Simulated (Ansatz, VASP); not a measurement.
Two plane-wave programs on Ir

```
Ir
1.0
     0.00000    1.76612    2.07328
     1.76612    0.00000    2.07328
     1.76612    1.76612    0.00000
Ir
1
Cartesian
  0.0000 0.0000 0.0000
```

Change from the starting cell: strain -0.080 along x and y, +0.080 along z, atoms carried along.

Alike in both runs: task single point; functional LDA; k mesh 22 × 22 × 22; occupations gaussian, width 0.15 eV; no spin polarisation.

|  | VASP | Ansatz |
| --- | --- | --- |
| version | VASP 6.6.1 | Ansatz 0.2.0 |
| potentials or method | VASP PAW LDA potentials, release 64 (Ir_sv_GW), cutoff 560 eV | scalar-relativistic, plane waves, PAW |
| valence electrons in the cell | 17 | 17 |

Ansatz gave:

```
gap on the k mesh at the Fermi level (eV)                     : none
pressure (GPa)                                                : 40.5
traceless stress, the component that is largest in VASP (GPa) : -49.80
```

Q: Estimate VASP's values.

A: gap on the k mesh at the Fermi level (eV): none; pressure (GPa): 40.3; traceless stress, the component that is largest in VASP (GPa): -49.74.

LDA's correlation is that of Perdew and Zunger in VASP and of Perdew and Wang (1992) in Ansatz. A gap of «none» marks a metal or a gap that the smearing closes. Both programs put the cell under a high pressure, so it lies far from rest at this level.

Spin-orbit coupling is off throughout.
